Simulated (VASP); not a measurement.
# Hf (Fmmm) in VASP: a series of runs, part 2 of 2

VASP 6.6.1.

### 3 Single point, LDA

INCAR

```
PREC = Accurate
ENCUT = 520
EDIFF = 1E-7
ISMEAR = 0
SIGMA = 0.15
LREAL = False
LASPH = True
NELM = 100
ALGO = Fast
ISIF = 2
LWAVE = False
LCHARG = True
LELF = True
LVHAR = True
NBANDS = 11
```

KPOINTS

```
regular mesh
0
Gamma
  18 18 18
```

POSCAR

```
Hf
1.0
    0.0000000000      2.2381490891      2.1799445691
    2.1217400491      0.0000000000      2.1799445691
    2.1217400491      2.2381490891      0.0000000000
Hf
1
Direct
    0.0000000000      0.0000000000      0.0000000000
```

Potentials or basis: VASP PAW LDA potentials, release 64 (Hf_pv).

Command:

```console
$ cat potpaw_LDA.64/Hf_pv/POTCAR > POTCAR
$ mpirun -np 1 vasp_std > vasp.out
```

OUTCAR:

```text
PREC = Accurate
   ENCUT = 520
   EDIFF = 1E-7
   ISMEAR = 0
   LREAL = False
   LASPH = True
   NELM = 100
   ISIF = 2

 ion  position               nearest neighbor table
   1  0.000  0.000  0.000-

  LATTYP: Found a face centered orthorhombic cell.
 ALAT       =     4.2434800982
 B/A-ratio  =     1.0274324463
 C/A-ratio  =     1.0548648926

  Lattice vectors:

 A1 = (   0.0000000000,   2.2381490891,  -2.1799445691)
 A2 = (   2.1217400491,   2.2381490891,   0.0000000000)
 A3 = (   2.1217400491,   0.0000000000,  -2.1799445691)

Analysis of symmetry for initial positions (statically):
=====================================================================
 Subroutine PRICEL returns:
 Original cell was already a primitive cell.

 Routine SETGRP: Setting up the symmetry group for a
 face centered orthorhombic supercell.

 Subroutine GETGRP returns: Found  8 space group operations
 (whereof  8 operations were pure point group operations)
 out of a pool of  8 trial point group operations.

The static configuration has the point symmetry D_2h.

Analysis of symmetry for dynamics (positions and initial velocities):
=====================================================================
 Subroutine PRICEL returns:
 Original cell was already a primitive cell.

 Routine SETGRP: Setting up the symmetry group for a
 face centered orthorhombic supercell.

 Subroutine GETGRP returns: Found  8 space group operations
 (whereof  8 operations were pure point group operations)
 out of a pool of  8 trial point group operations.

The dynamic configuration has the point symmetry D_2h.

 Subroutine INISYM returns: Found  8 space group operations
 (whereof  8 operations are pure point group operations),
 and found     1 'primitive' translations

----------------------------------------------------------------------------------------

                                     Primitive cell

  volume of cell :      20.7041

[... 106 lines left out ...]
     AMIX_MAG =   1.60;   BMIX_MAG =  1.00
  volume/ion in A,a.u.               =      20.70       139.72
  Fermi-wavevector in a.u.,A,eV,Ry     =   1.284466  2.427289 22.447612  1.649853
  Thomas-Fermi vector in A             =   2.416658
   LORBIT       =      0    0 simple, 1 ext, 2 COOP (PROOUT), +10 PAW based schemes
   GGA     = CA    functional components
   LHFCALC =     F    Hartree Fock is set to
   AEXX    =    0.0000 exact exchange contribution
   IVDW    =     0    specifies the selected vdW correction
   LEPSILON=     F    determine dielectric tensor
   LRPA    =     F    only Hartree local field effects (RPA)
 non-spin polarized calculation
 RMM-DIIS sequential band-by-band and
 Gauss-broadening in eV      SIGMA  =   0.15
  energy-cutoff  :      520.00
  volume of cell :       20.70
 maximum number of plane-waves:       570
   NGX = 11   NGY = 11   NGZ = 11

 number of electron      10.0000001 magnetization

 Free energy of the ion-electron system (eV)
  ---------------------------------------------------
  ext. energy  EPLUGINS =         0.00000000
  ---------------------------------------------------
  free energy    TOTEN  =       -10.63526456 eV

  energy without entropy =      -10.61979247  energy(sigma->0) =      -10.62752851

 E-fermi :   5.1796     XC(G=0): -11.8282

 val. band max:        5.1789367217   @ k =  -0.3333   0.1111   0.1111
 cond. band min:       5.1804453878   @ k =   0.5000   0.2222   0.2222
 fundamental gap:      0.0015086661
 Fermi energy:         5.1796087295

 k-point     1 :       0.0000    0.0000    0.0000
  band No.  band energies     occupation
      1     -24.4096      2.00000
      2     -24.4022      2.00000
      3     -24.3994      2.00000
      4      -2.2245      2.00000
      5       6.2157      0.00000
      6       6.5564      0.00000
      7       6.8710      0.00000
      8       9.1216      0.00000
      9       9.9742      0.00000
     10      16.8868      0.00000
     11      17.5510      0.00000
[... 309 lines left out ...]
 k-point    24 :      -0.2222    0.0556   -0.0000
  band No.  band energies     occupation
      1     -24.9349      2.00000
      2     -24.5128      2.00000
      3     -24.4542      2.00000
      4      -0.2195      2.00000
      5       5.2225      0.68577
      6       6.6416      0.00000
      7       7.2506      0.00000
      8       8.9952      0.00000
      9      10.0182      0.00000
     10      17.3825      0.00000
     11      17.5760      0.00000

 [... further k-points ...]
[... 5 lines left out ...]
  --------------------------------------------------------------------------------------
  -------------------------------------------------------------------------------------
  Total        0.1987122     -0.1668712      0.0258708      0.0000000      0.0000000     -0.0000000
  in kB       15.3772395    -12.9132398      2.0019962      0.0000000      0.0000000     -0.0000000
  external PRESSURE =       1.4886653 kB  Pullay stress =       0.0000000 kB

 VOLUME and BASIS-vectors are now :
 -----------------------------------------------------------------------------
  energy-cutoff  :      520.00
  volume of cell :       20.70
      direct lattice vectors                 reciprocal lattice vectors
     0.000000000  2.238149089  2.179944569    -0.235655636  0.223398880  0.229363630
     2.121740049  0.000000000  2.179944569     0.235655636 -0.223398880  0.229363630
     2.121740049  2.238149089  0.000000000     0.235655636  0.223398880 -0.229363630

 POSITION                                       TOTAL-FORCE (eV/Angst)
 -----------------------------------------------------------------------------------
      0.00000      0.00000      0.00000        -0.000000      0.000000      0.000000
 -----------------------------------------------------------------------------------
    total drift:                               -0.000000     -0.000000      0.000000

  FREE ENERGIE OF THE ION-ELECTRON SYSTEM (eV)
  ---------------------------------------------------
  free  energy   TOTEN  =       -10.6352645577 eV

  energy  without entropy=      -10.6197924706  energy(sigma->0) =      -10.62752851
```

OSZICAR:

```text
N       E                     dE             d eps       ncg     rms          rms(c)
DAV:   1     0.122976584820E+02    0.12298E+02   -0.57326E+03 19182   0.846E+02
DAV:   2    -0.105413709713E+02   -0.22839E+02   -0.22061E+02 23869   0.155E+02
DAV:   3    -0.109593141436E+02   -0.41794E+00   -0.41302E+00 24043   0.145E+01
DAV:   4    -0.109606821236E+02   -0.13680E-02   -0.13665E-02 21885   0.975E-01
DAV:   5    -0.109606881746E+02   -0.60510E-05   -0.60503E-05 23594   0.579E-02    0.475E+01
RMM:   6    -0.107206482381E+02    0.24004E+00   -0.15666E-01 19557   0.256E+00    0.278E+01
RMM:   7    -0.106387629853E+02    0.81885E-01   -0.29998E-01 21198   0.360E+00    0.137E+00
RMM:   8    -0.106351430984E+02    0.36199E-02   -0.19016E-02 21161   0.111E+00    0.154E-01
RMM:   9    -0.106352560486E+02   -0.11295E-03   -0.14810E-03 24765   0.337E-01    0.652E-02
RMM:  10    -0.106352617258E+02   -0.56773E-05   -0.17355E-04 25243   0.114E-01    0.186E-02
RMM:  11    -0.106352639685E+02   -0.22426E-05   -0.36392E-05 25651   0.476E-02    0.117E-02
RMM:  12    -0.106352644856E+02   -0.51715E-06   -0.51778E-06 25814   0.163E-02    0.210E-03
RMM:  13    -0.106352645577E+02   -0.72106E-07   -0.92707E-07 22654   0.665E-03
   1 F= -.10635265E+02 E0= -.10627529E+02  d E =-.154721E-01
```

It took 2.6 min on 1 thread of Intel Xeon 8259CL, shared host; peak memory 0.26 GiB.

Results:

| Quantity | Value |
| --- | --- |
| Free energy | -10.6353 eV |
| Pressure | 0.1 GPa |
| Band gap on the k mesh | zero (bands 5 and 6 overlap by 1.94 eV) |

Stress tensor (GPa, compression positive):
```
 1.54  0.00  0.00
 0.00 -1.29  0.00
 0.00  0.00  0.20
```

Levels at points of the mesh, in eV from the Fermi level:
```tsv
k point	band 2	band 3	band 4	band 5	band 6	band 7	band 8	band 9
(0.00, 0.00, 0.00)	-29.58	-29.58	-7.40	1.04	1.38	1.69	3.94	4.79
(0.50, 0.00, 0.00)	-29.76	-29.69	-3.86	0.78	1.02	1.43	6.57	6.95
(0.50, 0.50, 0.00)	-30.02	-29.91	-3.60	-2.42	3.10	6.66	7.08	7.85
(0.50, 0.00, 0.50)	-29.94	-29.89	-3.65	-2.38	2.66	6.79	7.29	7.63
(0.00, 0.50, 0.50)	-30.05	-29.99	-3.55	-2.52	3.57	6.71	7.27	7.69
```

Caveat: the cell differs from its parent crystal (strain +e along x and -e along y -0.0267, strain +e along z and -e/2 along x and y +0.0000); spin-orbit coupling is left out, which moves the levels of the heavy elements.
